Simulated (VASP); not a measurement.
# Pd in VASP: further runs

Pd is run at these levels: revPBE; tasks: single point.

Program: VASP 6.6.1. These are calculated values, not measurements. Logs are shortened: lines on timing, memory, paths and dates and some standing lists are left out, and cuts for length are marked.

## (1) The cell of the first run

The typed cell holds 2 atoms: a = 4.758 Å, b = 4.758 Å, c = 2.802 Å, α = 90.00°, β = 90.00°, γ = 146.03°.

## (2) Single point, revPBE, collinear spin (17.72 Å³/atom)

INCAR reads:

```
PREC = Accurate
ENCUT = 520
EDIFF = 1E-7
ISMEAR = -1
SIGMA = 0.05
LREAL = F
LASPH = T
NELM = 150
ALGO = Normal
ISIF = 2
LWAVE = F
LCHARG = T
ISPIN = 2
MAGMOM = 0.5 -0.5
LORBIT = 11
LMAXMIX = 4
GGA = RE
LELF = T
LVHAR = T
NBANDS = 21
```

KPOINTS reads:

```
regular mesh
0
Gamma
  14 14 13
```

POSCAR reads:

```
Pd
1.0
   -3.0091714893      3.4262267366      1.3580643051
    3.4262267366     -3.0091714893      1.3580643051
    1.9364836959      1.9364836959     -0.5942268559
Pd
2
Direct
    0.0079796092      0.9920203908      1.0000000000
    0.7420203908      0.2579796092      0.5000000000
```

Potentials or basis: VASP PAW PBE potentials, release 64 (Pd).

Launch:

```console
$ cat potpaw_PBE.64/Pd/POTCAR > POTCAR
$ mpirun -np 1 vasp_std > vasp.out
```

OUTCAR:

```text
PREC = Accurate
   ENCUT = 520
   EDIFF = 1E-7
   ISMEAR = -1
   LREAL = F
   LASPH = T
   NELM = 150
   ISIF = 2
   ISPIN = 2
   LORBIT = 11
   GGA = RE

 ion  position               nearest neighbor table
   1  0.008  0.992  0.000-   2 2.80   2 2.80   2 2.90   2 2.90   2 2.90   2 2.90
   2  0.742  0.258  0.500-   1 2.80   1 2.80   1 2.90   1 2.90   1 2.90   1 2.90

  LATTYP: Found a base centered monoclinic cell.
 ALAT       =     2.7794288596
 B/A-ratio  =     3.2744235992
 C/A-ratio  =     1.0082388927
 COS(beta)  =    -0.0001598189

  Lattice vectors:

 A1 = (   3.0091714893,  -3.4262267366,  -1.3580643051)
 A2 = (  -3.4262267366,   3.0091714893,  -1.3580643051)
 A3 = (   1.9364836959,   1.9364836959,  -0.5942268559)

Analysis of symmetry for initial positions (statically):
=====================================================================
 Subroutine PRICEL returns:
 Original cell was already a primitive cell.

 Routine SETGRP: Setting up the symmetry group for a
 base centered monoclinic supercell.

 Subroutine GETGRP returns: Found  4 space group operations
 (whereof  2 operations were pure point group operations)
 out of a pool of  4 trial point group operations.

The static configuration has the point symmetry C_2 .
 The point group associated with its full space group is C_2h.

Analysis of symmetry for dynamics (positions and initial velocities):
=====================================================================
 Subroutine PRICEL returns:
 Original cell was already a primitive cell.

 Routine SETGRP: Setting up the symmetry group for a
 base centered monoclinic supercell.

 Subroutine GETGRP returns: Found  4 space group operations
 (whereof  2 operations were pure point group operations)
 out of a pool of  4 trial point group operations.

The dynamic configuration has the point symmetry C_2 .
 The point group associated with its full space group is C_2h.

Analysis of structural, dynamic, and magnetic symmetry:
=====================================================================
 Subroutine PRICEL returns:
 Original cell was already a primitive cell.

 Routine SETGRP: Setting up the symmetry group for a
 base centered monoclinic supercell.

 Subroutine GETGRP returns: Found  4 space group operations
 (whereof  2 operations were pure point group operations)
 out of a pool of  4 trial point group operations.

The overall configuration has the point symmetry C_2 .
 The point group associated with its full space group is C_2h.

 Subroutine INISYM returns: Found  4 space group operations
 (whereof  2 operations are pure point group operations),
 and found     1 'primitive' translations

----------------------------------------------------------------------------------------

                                     Primitive cell

  volume of cell :      35.4434

  direct lattice vectors                    reciprocal lattice vectors
    -3.009171489  3.426226737  1.358064305    -0.023748839  0.131641700  0.351604380
     3.426226737 -3.009171489  1.358064305     0.131641700 -0.023748839  0.351604380
     1.936483696  1.936483696 -0.594226856     0.246581657  0.246581657 -0.075724083

  length of vectors
     4.757991316  4.757991316  2.802328276     0.376190357  0.376190357  0.356846134

  position of ions in fractional coordinates (direct lattice)
     0.007979609  0.992020391  0.000000000
     0.742020391  0.257979609  0.500000000

  ion indices of the primitive-cell ions
   primitive index   ion index
                 1           1
                 2           2

----------------------------------------------------------------------------------------

 KPOINTS: regular mesh

Automatic generation of k-mesh.
 Grid dimensions read from file:
 generate k-points for:   14   14   13

 Generating k-lattice:

  Cartesian coordinates                     Fractional coordinates (reciprocal lattice)
    -0.001696346  0.009402979  0.025114599     0.071428571  0.000000000  0.000000000
     0.009402979 -0.001696346  0.025114599     0.000000000  0.071428571  0.000000000
     0.018967820  0.018967820 -0.005824929     0.000000000  0.000000000  0.076923077

  Length of vectors
     0.026870740  0.026870740  0.027449703

  Shift w.r.t. Gamma in fractional coordinates (k-lattice)
     0.000000000  0.000000000  0.000000000

 Subroutine IBZKPT returns following result:
 ===========================================

 Found    687 irreducible k-points:

 Following reciprocal coordinates:
            Coordinates               Weight
  0.000000  0.000000  0.000000      1.000000
  0.071429  0.000000  0.000000      4.000000
  0.142857  0.000000  0.000000      4.000000
  0.214286  0.000000 -0.000000      4.000000
  0.285714 -0.000000  0.000000      4.000000
  0.357143  0.000000 -0.000000      4.000000
[... 16 lines left out ...]
  0.214286  0.142857  0.000000      4.000000
  0.285714  0.142857  0.000000      4.000000
 [... further k-points ...]
   k-points           NKPTS =    687   k-points in BZ     NKDIM =    687   number of bands    NBANDS=     21
   number of dos      NEDOS =    301   number of ions     NIONS =      2
   total plane-waves  NPLWV =  31104
   dimension x,y,z NGX =    36 NGY =   36 NGZ =   24
   dimension x,y,z NGXF=    72 NGYF=   72 NGZF=   48
   ions per type =               2
   NGX,Y,Z   is equivalent  to a cutoff of  12.58, 12.58, 14.24 a.u.
   NGXF,Y,Z  is equivalent  to a cutoff of  25.16, 25.16, 28.48 a.u.
 SYSTEM =  unknown system
   PREC   = accura    normal or accurate (medium, high low for compatibility)
   ISTART =      0    job   : 0-new  1-cont  2-samecut
   ICHARG =      2    charge: 1-file 2-atom 10-const
   ISPIN  =      2    spin polarized calculation?
   LNONCOLLINEAR =      F non collinear calculations
   LSORBIT =      F    spin-orbit coupling
   LASPH  =      T    aspherical Exc in radial PAW
   ENCUT  =  520.0 eV  38.22 Ry    6.18 a.u.   8.85  8.85  5.21*2*pi/ulx,y,z
   NELM   =    150;   NELMIN=  2; NELMDL= -5     # of ELM steps
   EDIFF  = 0.1E-06   stopping-criterion for ELM
   LREAL  =      F    real-space projection
   EDIFFG = 0.1E-05   stopping-criterion for IOM
   NSW    =      0    number of steps for IOM
   IBRION =     -1    ionic relax: 0-MD 1-quasi-New 2-CG
   NFREE  =      0    steps in history (QN), initial steepest desc. (CG)
   ISIF   =      2    stress and relaxation
   ISYM   =      2    0-nonsym 1-usesym 2-fastsym
   POTIM  = 0.5000    time-step for ionic-motion
   TEBEG  =    0.0;   TEEND  =   0.0 temperature during run
   PSTRESS=    0.0 pullay stress
   NELECT =      20.0000    total number of electrons
   NUPDOWN=      -1.0000    fix difference up-down
   EMIN   =  10.00;   EMAX   =-10.00  energy-range for DOS
   EFERMI =   0.00;   METHOD = LEGACY
   ISMEAR =    -1;   SIGMA  =   0.05  broadening in eV -4-tet -1-fermi 0-gaus
   EFERMI_NEDOS =   21; number of points for ismear=-14 and -15
   IALGO  =     38    algorithm
   IMIX   =      4    mixing-type and parameters
     AMIX     =   0.40;   BMIX     =  1.00
     AMIX_MAG =   1.60;   BMIX_MAG =  1.00
  volume/ion in A,a.u.               =      17.72       119.59
  Fermi-wavevector in a.u.,A,eV,Ry     =   1.352819  2.556458 24.900300  1.830120
  Thomas-Fermi vector in A             =   2.480126
   LORBIT       =     11    0 simple, 1 ext, 2 COOP (PROOUT), +10 PAW based schemes
   GGA     = RE    functional components
   LHFCALC =     F    Hartree Fock is set to
   AEXX    =    0.0000 exact exchange contribution
   IVDW    =     0    specifies the selected vdW correction
   LEPSILON=     F    determine dielectric tensor
   LRPA    =     F    only Hartree local field effects (RPA)
 spin polarized calculation
  energy-cutoff  :      520.00
  volume of cell :       35.44
 maximum number of plane-waves:       975
   NGX = 17   NGY = 17   NGZ = 11

 number of electron      20.0000001 magnetization      -0.0000000

 number of electron      20.0000001 magnetization       0.0000000

 Free energy of the ion-electron system (eV)
  ---------------------------------------------------
  ext. energy  EPLUGINS =         0.00000000
  ---------------------------------------------------
  free energy    TOTEN  =        -9.14807872 eV

  energy without entropy =       -9.11738191  energy(sigma->0) =       -9.13273031

 E-fermi :   7.1511     XC(G=0): -11.9327

 val. band max:        7.1495548818   @ k =  -0.3571   0.0714   0.0000
 cond. band min:       7.1526987603   @ k =  -0.4286   0.4286   0.1538
 fundamental gap:      0.0031438785
 Fermi energy:         7.1510607296

 spin component 1

 k-point     1 :       0.0000    0.0000    0.0000
  band No.  band energies     occupation
      1       1.3052      1.00000
      2       2.9297      1.00000
      3       3.4931      1.00000
      4       3.9470      1.00000
      5       5.0187      1.00000
      6       5.3108      1.00000
[... 13 lines left out ...]
     20      27.6406      0.00000
     21      28.7101      0.00000
[... 529 lines left out ...]
 k-point    24 :       0.2857    0.1429    0.0000
  band No.  band energies     occupation
      1       3.0976      1.00000
      2       3.5990      1.00000
      3       4.1820      1.00000
      4       4.7187      1.00000
      5       5.1262      1.00000
      6       5.2575      1.00000
[... 13 lines left out ...]
     20      28.7297      0.00000
     21      30.1058      0.00000

 [... further k-points ...]

 spin component 2

 k-point     1 :       0.0000    0.0000    0.0000
  band No.  band energies     occupation
      1       1.3052      1.00000
      2       2.9297      1.00000
      3       3.4931      1.00000
      4       3.9470      1.00000
      5       5.0187      1.00000
      6       5.3108      1.00000
[... 13 lines left out ...]
     20      27.6406      0.00000
     21      28.7101      0.00000
[... 529 lines left out ...]
 k-point    24 :       0.2857    0.1429    0.0000
  band No.  band energies     occupation
      1       3.0976      1.00000
      2       3.5990      1.00000
      3       4.1820      1.00000
      4       4.7187      1.00000
      5       5.1262      1.00000
      6       5.2575      1.00000
[... 13 lines left out ...]
     20      28.7297      0.00000
     21      30.1058      0.00000

 [... further k-points ...]
[... 5 lines left out ...]
  --------------------------------------------------------------------------------------
  -------------------------------------------------------------------------------------
  Total       -1.9788176     -1.9788176     -1.8522342      0.0152503      0.0178878      0.0178878
  in kB      -89.4502092    -89.4502092    -83.7281488      0.6893739      0.8085962      0.8085979
  external PRESSURE =     -87.5428557 kB  Pullay stress =       0.0000000 kB

 VOLUME and BASIS-vectors are now :
 -----------------------------------------------------------------------------
  energy-cutoff  :      520.00
  volume of cell :       35.44
      direct lattice vectors                 reciprocal lattice vectors
    -3.009171489  3.426226737  1.358064305    -0.023748839  0.131641700  0.351604380
     3.426226737 -3.009171489  1.358064305     0.131641700 -0.023748839  0.351604380
     1.936483696  1.936483696 -0.594226856     0.246581657  0.246581657 -0.075724083

 POSITION                                       TOTAL-FORCE (eV/Angst)
 -----------------------------------------------------------------------------------
      3.37487     -2.95782      1.35806        -0.041071      0.041071      0.000000
     -0.38073      2.73427      1.06095         0.041071     -0.041071     -0.000000
 -----------------------------------------------------------------------------------
    total drift:                                0.000000     -0.000000     -0.000000

  FREE ENERGIE OF THE ION-ELECTRON SYSTEM (eV)
  ---------------------------------------------------
  free  energy   TOTEN  =        -9.1480787185 eV

  energy  without entropy=       -9.1173819055  energy(sigma->0) =       -9.13273031

 total charge

# of ion       s       p       d       tot
------------------------------------------
    1        0.430   0.329   8.448   9.207
    2        0.430   0.329   8.448   9.207
--------------------------------------------------
tot          0.859   0.658  16.896  18.413

 magnetization (x)

# of ion       s       p       d       tot
------------------------------------------
    1        0.000  -0.000   0.000   0.000
    2       -0.000   0.000  -0.000  -0.000
--------------------------------------------------
tot          0.000   0.000   0.000   0.000
```

Wall time 28 min (1 thread of Oxide Virtual Turin-like, shared host); peak memory 0.71 GiB.

Results:

| Property | Result |
| --- | --- |
| Free energy | -9.1481 eV |
| Pressure | -8.8 GPa |
| Largest force | 0.058 eV/Å |
| Band gap on the k mesh | zero (filled and empty bands overlap) |
| Net moment | 0.00 μB per cell |
| Valence electrons inside the program's atomic spheres | Pd 9.21 |

Forces in eV/Å, atoms in the order of the input:
```
Pd  -0.041  0.041  0.000
Pd   0.041 -0.041  0.000
```

Stress tensor (GPa, compression positive):
```
-8.95  0.07  0.08
 0.07 -8.95  0.08
 0.08  0.08 -8.37
```

Caveat: the cell stands under tension; the PAW data sets were made with another functional, which shifts forces and pressure a little.

(Continued in part 2 of 2.)
